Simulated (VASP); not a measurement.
# Ni (Fm-3m) in VASP: notebook

The runs below take Ni through single point, with LDA.

Program: VASP 6.6.1. These are calculated values, not measurements. Logs are shortened: lines on timing, memory, paths and dates and some standing lists are left out, and cuts for length are marked.

## Step 1: The cell of the first run

Symmetry: Fm-3m, No. 225, cubic system. The conventional cell has a = 3.517 Å, b = 3.517 Å, c = 3.517 Å, α = 90.00°, β = 90.00°, γ = 90.00°. Ni (site symmetry m-3m) has 12 Ni at 2.49 Å within 3.3 Å.

## Step 2: Single point, LDA, collinear spin, ferromagnetic start

INCAR

```
SYSTEM = Ni
ALGO = Normal
EDIFF = 1E-6
ENCUT = 520
GGA = CA
ISIF = 2
ISMEAR = 0
ISPIN = 2
LASPH = .True.
LCHARG = .True.
LELF = .True.
LMAXMIX = 4
LORBIT = 11
LREAL = .False.
LVHAR = .True.
LWAVE = .False.
MAGMOM = 1.94
NBANDS = 15
NELM = 150
NUPDOWN = 1.94
PREC = Accurate
SIGMA = 0.1
```

KPOINTS

```
k-points
0
Gamma
  12 12 12
  0 0 0
```

POSCAR

```
Ni
1.0
    0.0000000000      1.7584000000      1.7584000000
    1.7584000000      0.0000000000      1.7584000000
    1.7584000000      1.7584000000      0.0000000000
Ni
1
Direct
    0.0000000000      0.0000000000      0.0000000000
```

Potentials or basis: VASP PAW LDA potentials, release 64 (Ni).

Started as:

```console
$ cat potpaw_LDA.64/Ni/POTCAR > POTCAR
$ mpirun -np 1 vasp_std > vasp.out
```

OUTCAR:

```text
SYSTEM = Ni
   EDIFF = 1E-6
   ENCUT = 520
   GGA = CA
   ISIF = 2
   ISMEAR = 0
   ISPIN = 2
   LASPH = .True.
   LORBIT = 11
   LREAL = .False.
   NELM = 150
   NUPDOWN = 1.94
   PREC = Accurate

 ion  position               nearest neighbor table
   1  0.000  0.000  0.000-

  LATTYP: Found a face centered cubic cell.
 ALAT       =     3.5168000000

  Lattice vectors:

 A1 = (   0.0000000000,   1.7584000000,   1.7584000000)
 A2 = (   1.7584000000,   0.0000000000,   1.7584000000)
 A3 = (   1.7584000000,   1.7584000000,   0.0000000000)

Analysis of symmetry for initial positions (statically):
=====================================================================
 Subroutine PRICEL returns:
 Original cell was already a primitive cell.

 Routine SETGRP: Setting up the symmetry group for a
 face centered cubic supercell.

 Subroutine GETGRP returns: Found 48 space group operations
 (whereof 48 operations were pure point group operations)
 out of a pool of 48 trial point group operations.

The static configuration has the point symmetry O_h .

Analysis of symmetry for dynamics (positions and initial velocities):
=====================================================================
 Subroutine PRICEL returns:
 Original cell was already a primitive cell.

 Routine SETGRP: Setting up the symmetry group for a
 face centered cubic supercell.

 Subroutine GETGRP returns: Found 48 space group operations
 (whereof 48 operations were pure point group operations)
 out of a pool of 48 trial point group operations.

The dynamic configuration has the point symmetry O_h .

Analysis of structural, dynamic, and magnetic symmetry:
=====================================================================
 Subroutine PRICEL returns:
 Original cell was already a primitive cell.

 Routine SETGRP: Setting up the symmetry group for a
 face centered cubic supercell.

 Subroutine GETGRP returns: Found 48 space group operations
 (whereof 48 operations were pure point group operations)
 out of a pool of 48 trial point group operations.

The overall configuration has the point symmetry O_h .

 Subroutine INISYM returns: Found 48 space group operations
 (whereof 48 operations are pure point group operations),
 and found     1 'primitive' translations

----------------------------------------------------------------------------------------

                                     Primitive cell

  volume of cell :      10.8738

  direct lattice vectors                    reciprocal lattice vectors
     0.000000000  1.758400000  1.758400000    -0.284349409  0.284349409  0.284349409
     1.758400000  0.000000000  1.758400000     0.284349409 -0.284349409  0.284349409
     1.758400000  1.758400000  0.000000000     0.284349409  0.284349409 -0.284349409

  length of vectors
     2.486753128  2.486753128  2.486753128     0.492507623  0.492507623  0.492507623

  position of ions in fractional coordinates (direct lattice)
     0.000000000  0.000000000  0.000000000

  ion indices of the primitive-cell ions
   primitive index   ion index
                 1           1

----------------------------------------------------------------------------------------

 KPOINTS: k-points

Automatic generation of k-mesh.
 Grid dimensions read from file:
 generate k-points for:   12   12   12

 Generating k-lattice:

  Cartesian coordinates                     Fractional coordinates (reciprocal lattice)
    -0.023695784  0.023695784  0.023695784     0.083333333  0.000000000  0.000000000
     0.023695784 -0.023695784  0.023695784     0.000000000  0.083333333  0.000000000
     0.023695784  0.023695784 -0.023695784     0.000000000  0.000000000  0.083333333

  Length of vectors
     0.041042302  0.041042302  0.041042302

  Shift w.r.t. Gamma in fractional coordinates (k-lattice)
     0.000000000  0.000000000  0.000000000

 Subroutine IBZKPT returns following result:
 ===========================================

 Found     72 irreducible k-points:

 Following reciprocal coordinates:
            Coordinates               Weight
  0.000000  0.000000  0.000000      1.000000
  0.083333  0.000000  0.000000      8.000000
  0.166667  0.000000  0.000000      8.000000
  0.250000  0.000000  0.000000      8.000000
  0.333333  0.000000  0.000000      8.000000
  0.416667  0.000000  0.000000      8.000000
[... 16 lines left out ...]
  0.500000  0.166667  0.000000     24.000000
 -0.416667  0.166667  0.000000     24.000000
 [... further k-points ...]
   k-points           NKPTS =     72   k-points in BZ     NKDIM =     72   number of bands    NBANDS=     15
   number of dos      NEDOS =    301   number of ions     NIONS =      1
   total plane-waves  NPLWV =   5832
   dimension x,y,z NGX =    18 NGY =   18 NGZ =   18
   dimension x,y,z NGXF=    36 NGYF=   36 NGZF=   36
   ions per type =               1
   NGX,Y,Z   is equivalent  to a cutoff of  12.03, 12.03, 12.03 a.u.
   NGXF,Y,Z  is equivalent  to a cutoff of  24.07, 24.07, 24.07 a.u.
 SYSTEM =  Ni
   PREC   = accura    normal or accurate (medium, high low for compatibility)
   ISTART =      0    job   : 0-new  1-cont  2-samecut
   ICHARG =      2    charge: 1-file 2-atom 10-const
   ISPIN  =      2    spin polarized calculation?
   LNONCOLLINEAR =      F non collinear calculations
   LSORBIT =      F    spin-orbit coupling
   LASPH  =      T    aspherical Exc in radial PAW
   ENCUT  =  520.0 eV  38.22 Ry    6.18 a.u.   4.62  4.62  4.62*2*pi/ulx,y,z
   NELM   =    150;   NELMIN=  2; NELMDL= -5     # of ELM steps
   EDIFF  = 0.1E-05   stopping-criterion for ELM
   LREAL  =      F    real-space projection
   EDIFFG = 0.1E-04   stopping-criterion for IOM
   NSW    =      0    number of steps for IOM
   IBRION =     -1    ionic relax: 0-MD 1-quasi-New 2-CG
   NFREE  =      0    steps in history (QN), initial steepest desc. (CG)
   ISIF   =      2    stress and relaxation
   ISYM   =      2    0-nonsym 1-usesym 2-fastsym
   POTIM  = 0.5000    time-step for ionic-motion
   TEBEG  =    0.0;   TEEND  =   0.0 temperature during run
   PSTRESS=    0.0 pullay stress
   NELECT =      10.0000    total number of electrons
   NUPDOWN=       1.9400    fix difference up-down
   EMIN   =  10.00;   EMAX   =-10.00  energy-range for DOS
   EFERMI =   0.00;   METHOD = LEGACY
   ISMEAR =     0;   SIGMA  =   0.10  broadening in eV -4-tet -1-fermi 0-gaus
   EFERMI_NEDOS =   21; number of points for ismear=-14 and -15
   IALGO  =     38    algorithm
   IMIX   =      4    mixing-type and parameters
     AMIX     =   0.40;   BMIX     =  1.00
     AMIX_MAG =   1.60;   BMIX_MAG =  1.00
  volume/ion in A,a.u.               =      10.87        73.38
  Fermi-wavevector in a.u.,A,eV,Ry     =   1.592015  3.008472 34.484126  2.534512
  Thomas-Fermi vector in A             =   2.690466
   LORBIT       =     11    0 simple, 1 ext, 2 COOP (PROOUT), +10 PAW based schemes
   GGA     = CA    functional components
   LHFCALC =     F    Hartree Fock is set to
   AEXX    =    0.0000 exact exchange contribution
   IVDW    =     0    specifies the selected vdW correction
   LEPSILON=     F    determine dielectric tensor
   LRPA    =     F    only Hartree local field effects (RPA)
 spin polarized calculation
 Gauss-broadening in eV      SIGMA  =   0.10
  energy-cutoff  :      520.00
  volume of cell :       10.87
 maximum number of plane-waves:       304
   NGX =  9   NGY =  9   NGZ =  9

 number of electron      10.0000013 magnetization       1.9400003

 Free energy of the ion-electron system (eV)
  ---------------------------------------------------
  ext. energy  EPLUGINS =         0.00000000
  ---------------------------------------------------
  free energy    TOTEN  =        -4.89459543 eV

  energy without entropy =       -4.88906055  energy(sigma->0) =       -4.89182799

 E-fermi :   8.1924     XC(G=0): -13.6926

 val. band max:       14.1145919515   @ k =  -0.4167   0.1667   0.0833
 cond. band min:       8.2145370045   @ k =   0.3333   0.3333   0.0000
 fundamental gap:     -5.9000549470
 Fermi energy:        14.1431191695

 spin component 1

 k-point     1 :       0.0000    0.0000    0.0000
  band No.  band energies     occupation
      1      -0.2753      1.00000
      2       5.4413      1.00000
      3       5.4413      1.00000
      4       5.4413      1.00000
      5       6.4563      1.00000
      6       6.4563      1.00000
      7      32.5672      0.00000
      8      36.2316      0.00000
      9      36.2316      0.00000
     10      36.2316      0.00000
     11      39.0052      0.00000
     12      39.0052      0.00000
     13      39.0052      0.00000
     14      42.5166      0.00000
     15      48.2320      0.00000
[... 397 lines left out ...]
 k-point    24 :      -0.4167    0.1667    0.0000
  band No.  band energies     occupation
      1       3.8610      1.00000
      2       5.0945      1.00000
      3       5.7700      1.00000
      4       5.8345      1.00000
      5       7.0096      1.00000
      6      10.5489      1.00000
      7      14.4846      0.00000
      8      25.3119      0.00000
      9      30.0313      0.00000
     10      31.4156      0.00000
     11      40.4468      0.00000
     12      41.0514      0.00000
     13      47.7262      0.00000
     14      50.1155      0.00000
     15      51.7167      0.00000

 [... further k-points ...]

 spin component 2

 k-point     1 :       0.0000    0.0000    0.0000
  band No.  band energies     occupation
      1       0.4467      1.00000
      2       7.0141      1.00000
      3       7.0141      1.00000
      4       7.0141      1.00000
      5       8.0676      0.96126
      6       8.0676      0.96126
      7      33.2439      0.00000
      8      36.9788      0.00000
      9      36.9788      0.00000
     10      36.9788      0.00000
     11      39.9220      0.00000
     12      39.9220      0.00000
     13      39.9220      0.00000
     14      43.1822      0.00000
     15      49.1025      0.00000
[... 397 lines left out ...]
 k-point    24 :      -0.4167    0.1667    0.0000
  band No.  band energies     occupation
      1       5.1551      1.00000
      2       6.5497      1.00000
      3       7.2236      1.00000
      4       7.3315      1.00000
      5       8.6787      0.00000
      6      11.6306      0.00000
      7      15.5983      0.00000
      8      26.1814      0.00000
      9      30.8763      0.00000
     10      32.1949      0.00000
     11      41.2832      0.00000
     12      41.8465      0.00000
     13      48.7259      0.00000
     14      51.3895      0.00000
     15      52.6052      0.00000

 [... further k-points ...]

------------------------ aborting loop because EDIFF is reached ----------------------------------------

  FORCE on cell =-STRESS in cart. coord.  units (eV):
  Direction    XX          YY          ZZ          XY          YZ          ZX
  --------------------------------------------------------------------------------------
  -------------------------------------------------------------------------------------
  Total        0.5319102      0.5319102      0.5319102      0.0000000      0.0000000      0.0000000
  in kB       78.3728871     78.3728871     78.3728871      0.0000000      0.0000000      0.0000000
  external PRESSURE =      78.3728871 kB  Pullay stress =       0.0000000 kB

 VOLUME and BASIS-vectors are now :
 -----------------------------------------------------------------------------
  energy-cutoff  :      520.00
  volume of cell :       10.87
      direct lattice vectors                 reciprocal lattice vectors
     0.000000000  1.758400000  1.758400000    -0.284349409  0.284349409  0.284349409
     1.758400000  0.000000000  1.758400000     0.284349409 -0.284349409  0.284349409
     1.758400000  1.758400000  0.000000000     0.284349409  0.284349409 -0.284349409

 POSITION                                       TOTAL-FORCE (eV/Angst)
 -----------------------------------------------------------------------------------
      0.00000      0.00000      0.00000        -0.000000     -0.000000      0.000000
 -----------------------------------------------------------------------------------
    total drift:                                0.000000     -0.000000     -0.000000

  FREE ENERGIE OF THE ION-ELECTRON SYSTEM (eV)
  ---------------------------------------------------
  free  energy   TOTEN  =        -4.8945954306 eV

  energy  without entropy=       -4.8890605473  energy(sigma->0) =       -4.89182799

 total charge

# of ion       s       p       d       tot
------------------------------------------
    1        0.541   0.653   8.064   9.259

 magnetization (x)

# of ion       s       p       d       tot
------------------------------------------
    1        0.068   0.221   1.535   1.825
```

It took 30 s on 1 thread of Intel Xeon 8259CL, shared host; peak memory 0.13 GiB.

What came out:

```yaml
Free_energy: -4.8946 eV
Pressure: 7.8 GPa
Net_moment: 1.94 μB per cell
Site_moments: Ni +1.82 μB
Valence_electrons_inside_the_program's_atomic_spheres: Ni 9.26
```

Caveat: the cell stands under pressure; the total moment is fixed, so each spin has its own Fermi level.

## Step 3: Single point, LDA, collinear spin, ferromagnetic start

INCAR

```
ALGO     = Normal         # electronic algorithm
EDIFF    = 1E-7           # SCF threshold, eV
ENCUT    = 520            # plane-wave cutoff, eV
GGA      = CA             # functional
ISIF     = 2              # what is computed and relaxed
ISMEAR   = 0              # smearing method
ISPIN    = 2              # spin polarisation
LASPH    = True           # aspherical terms in the spheres
LCHARG   = True           # write CHGCAR
LELF     = True           # ELF
LMAXMIX  = 4              # l up to which the mixer works
LORBIT   = 11             # projections on sites
LREAL    = False          # projectors in reciprocal space
LVHAR    = True         
LWAVE    = False          # write WAVECAR
MAGMOM   = 0.24           # initial moments
NBANDS   = 15             # bands
NELM     = 150            # most SCF steps
NUPDOWN  = 0.24           # fixed moment
PREC     = Accurate       # precision mode
SIGMA    = 0.1            # smearing width, eV
```

KPOINTS

```
k-points
0
Gamma
  12 12 12
```

POSCAR is that of step 2.

Potentials or basis: VASP PAW LDA potentials, release 64 (Ni).

Started as:

```console
$ cat potpaw_LDA.64/Ni/POTCAR > POTCAR
$ mpirun -np 1 vasp_std > vasp.out
```

It took 29 s on 1 thread of Intel Xeon 8259CL, shared host; peak memory 0.13 GiB.

The run converged. Its results:

```
Free energy                                           : -6.5111 eV
Pressure                                              : -17.7 GPa
Net moment                                            : 0.24 μB per cell
Site moments                                          : Ni +0.24 μB
Valence electrons inside the program's atomic spheres : Ni 9.32
```

Caveat: the cell stands under tension; the total moment is fixed, so each spin has its own Fermi level.
